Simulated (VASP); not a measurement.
Set up this calculation in VASP 6.6.1, as the native input.

- Task: single point
- Functional: PBE
- Potentials or basis: VASP PAW PBE potentials, release 64 (Cs_sv, As)
- Cutoff: 520 eV
- k mesh: 4 × 4 × 4
- Occupations: gaussian, width 0.1 eV
- Spin: no spin polarisation
- Dipole correction: no
- Further INCAR settings: ALGO = Normal; EDIFF = 1e-06; NBANDS = 20

The structure of CsAs3 lies in POSCAR:

```
CsAs3
1.0
    5.1936233767      0.0000000000      0.0000000000
    0.0000000000      5.1936233767      0.0000000000
    0.0000000000      0.0000000000      7.3998552871
Cs As
1 3
Direct
    0.5000000000      0.5000000000      0.5000000000
    0.0000000000      0.0000000000      0.7023443099
    0.0000000000      0.0000000000      0.2976556901
    0.0000000000      0.0000000000      0.0000000000
```

The cell was generated, and may not be a known phase.

These files were run (other wordings do the same):

INCAR

```
SYSTEM = CsAs3
  PREC = Accurate
  ENCUT = 520
  EDIFF = 1E-6
  ISMEAR = 0
  SIGMA = 0.1
  LREAL = .FALSE.
  LASPH = .TRUE.
  NELM = 80
  ALGO = Normal
  ISIF = 2
  LWAVE = .FALSE.
  LCHARG = .FALSE.
  GGA = PE
  NBANDS = 20
```

KPOINTS

```
Automatic mesh
0
G
  4 4 4
  0 0 0
```

Potentials or basis: VASP PAW PBE potentials, release 64 (Cs_sv, As).

Launch:

```console
$ cat potpaw_PBE.64/Cs_sv/POTCAR potpaw_PBE.64/As/POTCAR > POTCAR
$ mpirun -np 1 vasp_std > vasp.out
```

It gave:

| Property | Result |
| --- | --- |
| Pressure | 0.1 GPa |
| Largest force | 0.085 eV/Å |
| Band gap on the k mesh | 0.33 eV |

Caveat: semilocal functionals underestimate gaps, and a narrow one can read as zero; spin-orbit coupling is left out, which moves the levels of the heavy elements.

Wall time 28 s on 1 thread of Intel(R) Xeon(R) 6975P-C (Granite Rapids) (shared host), peak memory 0.3 GiB.
